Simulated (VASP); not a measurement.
# Ti8O17 (a cell with a defect) in VASP: settings compared

Ti8O17 (a cell with a defect) is run at these levels: PBE, LDA, r2SCAN; tasks: single point.

Everything below comes from runs of VASP 6.6.1. Logs are shortened: lines on timing, memory, paths and dates and some standing lists are left out, and cuts for length are marked.

### 1 The cell of the first run

The cell holds a defect, 25 atoms: a = 6.567 Å, b = 6.567 Å, c = 5.927 Å, α = 90.00°, β = 90.00°, γ = 90.00°.

### 2 Single point, PBE

INCAR reads:

```
  PREC = Accurate
  ENCUT = 520
  EDIFF = 1E-6
  ISMEAR = -1
  SIGMA = 0.01
  LREAL = False
  LASPH = True
  NELM = 120
  ALGO = Normal
  ISIF = 2
  LWAVE = False
  LCHARG = False
  GGA = PE
  NBANDS = 117
  GGA_COMPAT = False
```

KPOINTS reads:

```
Automatic mesh
0
Gamma
  1 1 1
  0.25 0.25 0.25
```

POSCAR reads:

```
Ti8O17
1.0
    4.6435389800      4.6435389800      0.0000000000
   -4.6435389800      4.6435389800      0.0000000000
    0.0000000000      0.0000000000      5.9273749100
Ti O
8 17
Direct
   -0.0084924451      0.5061088127     -0.0111907887
    0.4849973285      0.0222289509      0.0128684285
   -0.0170296837      0.0084849078      0.2436921946
    0.4953588222      0.5215024597      0.2434580269
   -0.0064620971      0.4953650674      0.4904938601
    0.5189410513      0.0114257682      0.5262363268
    0.0023702827     -0.0019384999      0.7461589771
    0.4918435077      0.5106815104      0.7444204335
    0.1989672110      0.5097280351      0.2571273157
    0.6871323819      0.0048251991      0.2520491824
   -0.0009329091      0.2022638346      0.0085850821
    0.5188677236      0.7013871347     -0.0056800861
   -0.0296246033      0.8113385106     -0.0128939035
    0.5006518757      0.3184330973      0.0023484258
    0.3045270011      0.0987197484      0.2918293555
    0.8079669442      0.5114286776      0.2506642523
    0.1977736171      0.5115562743      0.7553330214
    0.6884805993      0.0230286642      0.7676539900
   -0.0177938638      0.2053755776      0.5060071356
    0.5069957440      0.7104556491      0.5065969414
   -0.0104642171      0.8175197875      0.5053176230
    0.5160814866      0.3220359528      0.5040389794
    0.3023723944      0.0097094049      0.7505627816
    0.8106467968      0.5036949211      0.7506297590
    0.2715803626      0.8966378915      0.2000313829
```

Potentials or basis: VASP PAW PBE potentials, release 64 (Ti_sv, O).

On the command line:

```
$ cat potpaw_PBE.64/Ti_sv/POTCAR potpaw_PBE.64/O/POTCAR > POTCAR
$ mpirun -np 1 vasp_std > vasp.out
```

OUTCAR:

```text
PREC = Accurate
   ENCUT = 520
   EDIFF = 1E-6
   ISMEAR = -1
   LREAL = False
   LASPH = True
   NELM = 120
   ISIF = 2
   GGA = PE

 ion  position               nearest neighbor table
   1  0.992  0.506  0.989-  24 1.84  17 1.94  16 1.97  11 2.00  13 2.01   9 2.09
   2  0.485  0.022  0.013-  10 1.95  14 1.95  23 1.97  25 1.97  18 1.97  15 2.10  12 2.12   6 2.89

   3  0.983  0.008  0.244-  11 1.89  10 1.94  21 1.99  13 2.00  19 2.02  25 2.05  15 2.21
   4  0.495  0.522  0.243-  12 1.90   9 1.95  14 1.95  20 1.99  22 2.03  16 2.05
   5  0.994  0.495  0.490-  16 1.88  19 1.91   9 1.93  24 1.96  17 2.07  21 2.12
   6  0.519  0.011  0.526-  18 1.81  23 1.95  10 1.97  20 1.98  22 2.04  15 2.06   2 2.89
   7  0.002  0.998  0.746-  21 1.86  13 1.89  23 1.97  19 1.97  11 2.05  18 2.07
   8  0.492  0.511  0.744-  22 1.89  20 1.93  17 1.93  12 1.95  14 1.98  24 2.09
   9  0.199  0.510  0.257-   5 1.93   4 1.95   1 2.09
  10  0.687  0.005  0.252-   3 1.94   2 1.95   6 1.97
  11  0.999  0.202  0.009-   3 1.89   1 2.00   7 2.05
  12  0.519  0.701  0.994-   4 1.90   8 1.95   2 2.12
  13  0.970  0.811  0.987-   7 1.89   3 2.00   1 2.01
  14  0.501  0.318  0.002-   2 1.95   4 1.95   8 1.98
  15  0.305  0.099  0.292-  25 1.45   6 2.06   2 2.10   3 2.21
  16  0.808  0.511  0.251-   5 1.88   1 1.97   4 2.05
  17  0.198  0.512  0.755-   8 1.93   1 1.94   5 2.07
  18  0.688  0.023  0.768-   6 1.81   2 1.97   7 2.07
  19  0.982  0.205  0.506-   5 1.91   7 1.97   3 2.02
  20  0.507  0.710  0.507-   8 1.93   6 1.98   4 1.99
  21  0.990  0.818  0.505-   7 1.86   3 1.99   5 2.12
  22  0.516  0.322  0.504-   8 1.89   4 2.03   6 2.04
  23  0.302  0.010  0.751-   6 1.95   2 1.97   7 1.97
  24  0.811  0.504  0.751-   1 1.84   5 1.96   8 2.09
  25  0.272  0.897  0.200-  15 1.45   2 1.97   3 2.05

  LATTYP: Found a simple tetragonal cell.
 ALAT       =     6.5669558029
 C/A-ratio  =     0.9026061828

  Lattice vectors:

 A1 = (   4.6435389800,   4.6435389800,   0.0000000000)
 A2 = (  -4.6435389800,   4.6435389800,   0.0000000000)
 A3 = (   0.0000000000,   0.0000000000,   5.9273749100)

Analysis of symmetry for initial positions (statically):
=====================================================================
 Subroutine PRICEL returns:
 Original cell was already a primitive cell.

 Routine SETGRP: Setting up the symmetry group for a
 simple tetragonal supercell.

 Subroutine GETGRP returns: Found  1 space group operations
 (whereof  1 operations were pure point group operations)
 out of a pool of 16 trial point group operations.

The static configuration has the point symmetry C_1 .

Analysis of symmetry for dynamics (positions and initial velocities):
=====================================================================
 Subroutine PRICEL returns:
 Original cell was already a primitive cell.

 Routine SETGRP: Setting up the symmetry group for a
 simple tetragonal supercell.

 Subroutine GETGRP returns: Found  1 space group operations
 (whereof  1 operations were pure point group operations)
 out of a pool of 16 trial point group operations.

The dynamic configuration has the point symmetry C_1 .

 Subroutine INISYM returns: Found  1 space group operations
 (whereof  1 operations are pure point group operations),
 and found     1 'primitive' translations

----------------------------------------------------------------------------------------

                                     Primitive cell

  volume of cell :     255.6175

  direct lattice vectors                    reciprocal lattice vectors
     4.643538980  4.643538980  0.000000000     0.107676495  0.107676495  0.000000000
    -4.643538980  4.643538980  0.000000000    -0.107676495  0.107676495  0.000000000
     0.000000000  0.000000000  5.927374910     0.000000000  0.000000000  0.168708748

  length of vectors
     6.566955803  6.566955803  5.927374910     0.152277559  0.152277559  0.168708748

  position of ions in fractional coordinates (direct lattice)
     0.991507555  0.506108813  0.988809211
     0.484997329  0.022228951  0.012868428
     0.982970316  0.008484908  0.243692195
     0.495358822  0.521502460  0.243458027
     0.993537903  0.495365067  0.490493860
     0.518941051  0.011425768  0.526236327
[... 17 lines left out ...]
     0.810646797  0.503694921  0.750629759
     0.271580363  0.896637891  0.200031383

  ion indices of the primitive-cell ions
   primitive index   ion index
                 1           1
                 2           2
                 3           3
                 4           4
                 5           5
                 6           6
[... 17 lines left out ...]
                24          24
                25          25

----------------------------------------------------------------------------------------

 KPOINTS: Automatic mesh

Automatic generation of k-mesh.
 Grid dimensions read from file:
 generate k-points for:    1    1    1

 Generating k-lattice:

  Cartesian coordinates                     Fractional coordinates (reciprocal lattice)
     0.107676495  0.107676495  0.000000000     1.000000000  0.000000000  0.000000000
    -0.107676495  0.107676495  0.000000000     0.000000000  1.000000000  0.000000000
     0.000000000  0.000000000  0.168708748     0.000000000  0.000000000  1.000000000

  Length of vectors
     0.152277559  0.152277559  0.168708748

  Shift w.r.t. Gamma in fractional coordinates (k-lattice)
     0.250000000  0.250000000  0.250000000

 Subroutine IBZKPT returns following result:
 ===========================================

 Found      4 irreducible k-points:

 Following reciprocal coordinates:
            Coordinates               Weight
  0.250000  0.250000  0.250000      2.000000
 -0.250000  0.250000  0.250000      2.000000
 -0.250000 -0.250000  0.250000      2.000000
  0.250000 -0.250000  0.250000      2.000000
   k-points           NKPTS =      4   k-points in BZ     NKDIM =      4   number of bands    NBANDS=    117
   number of dos      NEDOS =    301   number of ions     NIONS =     25
   total plane-waves  NPLWV = 120000
   dimension x,y,z NGX =    50 NGY =   50 NGZ =   48
   dimension x,y,z NGXF=   100 NGYF=  100 NGZF=   96
   ions per type =               8  17
   NGX,Y,Z   is equivalent  to a cutoff of  12.66, 12.66, 13.46 a.u.
   NGXF,Y,Z  is equivalent  to a cutoff of  25.32, 25.32, 26.93 a.u.
 SYSTEM =  unknown system
   PREC   = accura    normal or accurate (medium, high low for compatibility)
   ISTART =      0    job   : 0-new  1-cont  2-samecut
   ICHARG =      2    charge: 1-file 2-atom 10-const
   ISPIN  =      1    spin polarized calculation?
   LNONCOLLINEAR =      F non collinear calculations
   LSORBIT =      F    spin-orbit coupling
   LASPH  =      T    aspherical Exc in radial PAW
   ENCUT  =  520.0 eV  38.22 Ry    6.18 a.u.  12.21 12.21 11.02*2*pi/ulx,y,z
   NELM   =    120;   NELMIN=  2; NELMDL= -5     # of ELM steps
   EDIFF  = 0.1E-05   stopping-criterion for ELM
   LREAL  =      F    real-space projection
   EDIFFG = 0.1E-04   stopping-criterion for IOM
   NSW    =      0    number of steps for IOM
   IBRION =     -1    ionic relax: 0-MD 1-quasi-New 2-CG
   NFREE  =      0    steps in history (QN), initial steepest desc. (CG)
   ISIF   =      2    stress and relaxation
   ISYM   =      2    0-nonsym 1-usesym 2-fastsym
   POTIM  = 0.5000    time-step for ionic-motion
   TEBEG  =    0.0;   TEEND  =   0.0 temperature during run
   PSTRESS=    0.0 pullay stress
   NELECT =     198.0000    total number of electrons
   NUPDOWN=      -1.0000    fix difference up-down
   EMIN   =  10.00;   EMAX   =-10.00  energy-range for DOS
   EFERMI =   0.00;   METHOD = LEGACY
   ISMEAR =    -1;   SIGMA  =   0.01  broadening in eV -4-tet -1-fermi 0-gaus
   EFERMI_NEDOS =   21; number of points for ismear=-14 and -15
   IALGO  =     38    algorithm
   IMIX   =      4    mixing-type and parameters
     AMIX     =   0.40;   BMIX     =  1.00
     AMIX_MAG =   1.60;   BMIX_MAG =  1.00
  volume/ion in A,a.u.               =      10.22        69.00
  Fermi-wavevector in a.u.,A,eV,Ry     =   1.503487  2.841179 30.755608  2.260473
  Thomas-Fermi vector in A             =   2.614591
   LORBIT       =      0    0 simple, 1 ext, 2 COOP (PROOUT), +10 PAW based schemes
   GGA     = PE    functional components
   LHFCALC =     F    Hartree Fock is set to
   AEXX    =    0.0000 exact exchange contribution
   IVDW    =     0    specifies the selected vdW correction
   LEPSILON=     F    determine dielectric tensor
   LRPA    =     F    only Hartree local field effects (RPA)
 non-spin polarized calculation
  energy-cutoff  :      520.00
  volume of cell :      255.62
 maximum number of plane-waves:      6869
 NGX is ok and might be reduce to    50
   NGX = 25   NGY = 25   NGZ = 23

 number of electron     198.0000002 magnetization

 Free energy of the ion-electron system (eV)
  ---------------------------------------------------
  ext. energy  EPLUGINS =         0.00000000
  ---------------------------------------------------
  free energy    TOTEN  =      -217.63216587 eV

  energy without entropy =     -217.63216587  energy(sigma->0) =     -217.63216587

 E-fermi :   5.0194     XC(G=0): -11.4682

 val. band max:        4.6720451742   @ k =   0.2500  -0.2500   0.2500
 cond. band min:       7.0440651157   @ k =  -0.2500   0.2500   0.2500
 fundamental gap:      2.3720199415
 Fermi energy:         5.0194113826

 k-point     1 :       0.2500    0.2500    0.2500
  band No.  band energies     occupation
      1     -52.0936      2.00000
      2     -52.0889      2.00000
      3     -52.0197      2.00000
      4     -51.9490      2.00000
      5     -51.9151      2.00000
      6     -51.8983      2.00000
[... 103 lines left out ...]
    110       7.8850      0.00000
    111       7.9117      0.00000

 k-point     2 :      -0.2500    0.2500    0.2500
  band No.  band energies     occupation
      1     -52.0934      2.00000
      2     -52.0891      2.00000
      3     -52.0197      2.00000
      4     -51.9490      2.00000
      5     -51.9151      2.00000
      6     -51.8983      2.00000
[... 103 lines left out ...]
    110       7.8734      0.00000
    111       7.9362      0.00000

 k-point     3 :      -0.2500   -0.2500    0.2500
  band No.  band energies     occupation
      1     -52.0934      2.00000
      2     -52.0891      2.00000
      3     -52.0197      2.00000
      4     -51.9490      2.00000
      5     -51.9151      2.00000
      6     -51.8983      2.00000
[... 103 lines left out ...]
    110       7.8891      0.00000
    111       7.9309      0.00000

 k-point     4 :       0.2500   -0.2500    0.2500
  band No.  band energies     occupation
      1     -52.0936      2.00000
      2     -52.0889      2.00000
      3     -52.0197      2.00000
      4     -51.9490      2.00000
      5     -51.9151      2.00000
      6     -51.8983      2.00000
[... 103 lines left out ...]
    110       7.8550      0.00000
    111       7.9476      0.00000
 [bands above 111 left out]

------------------------ aborting loop because EDIFF is reached ----------------------------------------

  FORCE on cell =-STRESS in cart. coord.  units (eV):
  Direction    XX          YY          ZZ          XY          YZ          ZX
  --------------------------------------------------------------------------------------
  -------------------------------------------------------------------------------------
  Total        8.3571610      8.9968356     11.2672005      1.6693674      2.9327082      0.1899413
  in kB       52.3816008     56.3909981     70.6213509     10.4633784     18.3818346      1.1905277
  external PRESSURE =      59.7979833 kB  Pullay stress =       0.0000000 kB

 VOLUME and BASIS-vectors are now :
 -----------------------------------------------------------------------------
  energy-cutoff  :      520.00
  volume of cell :      255.62
      direct lattice vectors                 reciprocal lattice vectors
     4.643538980  4.643538980  0.000000000     0.107676495  0.107676495  0.000000000
    -4.643538980  4.643538980  0.000000000    -0.107676495  0.107676495  0.000000000
     0.000000000  0.000000000  5.927374910     0.000000000  0.000000000  0.168708748

 POSITION                                       TOTAL-FORCE (eV/Angst)
 -----------------------------------------------------------------------------------
      2.25397      6.95424      5.86104        -0.000005      0.097964      0.181399
      2.14888      2.35533      0.07628         0.081037      0.047184     -0.157251
      4.52506      4.60386      1.44446        -0.096465     -0.033163      0.061828
     -0.12140      4.72183      1.44307         0.079154      0.040140      0.009796
      2.31328      6.91378      2.90734        -0.053553      0.212181      0.148805
      2.35667      2.46278      3.11920        -0.044283      0.066865     -0.104007
[... 17 lines left out ...]
      1.42534      6.10320      4.44926        -0.121669     -0.135648     -0.070471
     -2.90248      5.42467      1.18566         0.102969     -0.285624     -0.035794
 -----------------------------------------------------------------------------------
    total drift:                               -0.000334      0.001267     -0.000129

  FREE ENERGIE OF THE ION-ELECTRON SYSTEM (eV)
  ---------------------------------------------------
  free  energy   TOTEN  =      -217.6321658660 eV

  energy  without entropy=     -217.6321658660  energy(sigma->0) =     -217.63216587
```

It took 8 min on 1 thread of Intel Xeon 8259CL, shared host; peak memory 0.37 GiB.

What came out:

```yaml
Free_energy: -217.6322 eV
Pressure: 6.0 GPa
Largest_force: 0.340 eV/Å
Band_gap_on_the_k_mesh: 2.37 eV
```

Forces in eV/Å, atoms in the order of the input:
```
Ti   0.000  0.098  0.181
Ti   0.081  0.047 -0.157
Ti  -0.096 -0.033  0.062
Ti   0.079  0.040  0.010
Ti  -0.054  0.212  0.149
Ti  -0.044  0.067 -0.104
Ti  -0.080  0.070  0.025
Ti   0.116  0.077  0.182
O   -0.044 -0.047 -0.146
O    0.020  0.024  0.019
O    0.070 -0.005 -0.127
O   -0.048 -0.002  0.012
O    0.028 -0.054  0.015
O   -0.007  0.076 -0.007
O   -0.196  0.218  0.172
O   -0.006 -0.069 -0.047
O   -0.015 -0.080 -0.157
O    0.073  0.034  0.092
O    0.032 -0.129 -0.067
O   -0.051  0.110 -0.023
O    0.124 -0.106 -0.083
O    0.059 -0.134  0.009
O   -0.025  0.007  0.098
O   -0.122 -0.136 -0.070
O    0.103 -0.286 -0.036
```

### 3 Single point, LDA

INCAR reads:

```
PREC = Accurate
ENCUT = 520
EDIFF = 1E-6
ISMEAR = -1
SIGMA = 0.01
LREAL = F
LASPH = T
NELM = 120
ALGO = Normal
ISIF = 2
LWAVE = F
LCHARG = F
GGA = CA
NBANDS = 117
GGA_COMPAT = F
```

KPOINTS is that of step 2.

POSCAR reads:

```
Ti8O17
1.0
    4.6435389800      4.6435389800      0.0000000000
   -4.6435389800      4.6435389800      0.0000000000
    0.0000000000      0.0000000000      5.9273749100
Ti O
8 17
Direct
   -0.0221233500      0.5067745500     -0.0202613900
    0.5042280700      0.0249451600      0.0162574000
    0.0025004900     -0.0034372700      0.2605029300
    0.5136212300      0.5117712100      0.2630192500
    0.0120195400      0.4960299300      0.4933683200
    0.5063837100      0.0137056100      0.5178701700
    0.0060171900      0.0091539600      0.7599516700
    0.4942807000      0.5219682600      0.7603821100
    0.1943673100      0.4222809300      0.2134832200
    0.6901079900      0.0092218900      0.2561096700
   -0.0181181200      0.1982451600      0.0026811400
    0.5079600800      0.7025001100      0.0015422000
   -0.0089704900      0.8098179800      0.0004118700
    0.5159869800      0.3146338900     -0.0000020400
    0.2991204100      0.0105809900      0.2495457100
    0.8106240400      0.5153715800      0.2544770300
    0.1949282000      0.5107676100      0.7562901200
    0.6873568100      0.0160971400      0.7559868700
   -0.0019993600      0.2019967100      0.5045724000
    0.5272994800      0.7090220000      0.5194433200
   -0.0211370200      0.8194099100      0.5124620600
    0.4983405300      0.3181576700      0.4981705300
    0.3001986500      0.0085120500      0.7515750800
    0.8088694800      0.4969686100      0.7382575100
    0.2257030700      0.6235596500      0.3079538200
```

Potentials or basis: VASP PAW LDA potentials, release 64 (Ti_sv, O).

On the command line:

```
$ cat potpaw_LDA.64/Ti_sv/POTCAR potpaw_LDA.64/O/POTCAR > POTCAR
$ mpirun -np 1 vasp_std > vasp.out
```

Wall time 6.7 min (1 thread of Intel Xeon 8259CL, shared host); peak memory 0.3 GiB.

It converged, with:

| Quantity | Value |
| --- | --- |
| Free energy | -238.8648 eV |
| Pressure | -7.1 GPa |
| Largest force | 0.267 eV/Å |
| Band gap on the k mesh | 2.30 eV |

Forces in eV/Å, atoms in the order of the input:
```
Ti   0.099 -0.067  0.102
Ti   0.076 -0.145 -0.133
Ti  -0.105 -0.022  0.041
Ti   0.041 -0.003 -0.048
Ti  -0.080  0.027  0.115
Ti   0.046 -0.059 -0.110
Ti  -0.118 -0.083 -0.141
Ti   0.094 -0.016  0.009
O   -0.234  0.072 -0.012
O   -0.101 -0.036  0.029
O    0.062  0.097 -0.040
O   -0.020 -0.043  0.059
O   -0.011 -0.017  0.000
O   -0.120  0.143  0.087
O    0.091  0.077  0.110
O    0.061  0.015 -0.020
O   -0.065 -0.108 -0.127
O   -0.016  0.009  0.042
O    0.112 -0.139 -0.034
O    0.004 -0.106  0.016
O    0.010  0.174 -0.081
O   -0.142  0.094  0.078
O    0.059  0.151  0.115
O    0.026  0.114 -0.051
O    0.234 -0.128 -0.004
```

Stress tensor (GPa, compression positive):
```
-7.20  1.06  0.21
 1.06 -6.95  1.93
 0.21  1.93 -7.08
```

Levels at points of the mesh, in eV from the valence-band top:
```tsv
k point	band 97	band 98	band 99	band 100	band 101	band 102
(0.25, 0.25, 0.25)	-0.46	-0.36	0.00	2.34	2.49	2.54
```

(Continued in part 2 of 2.)
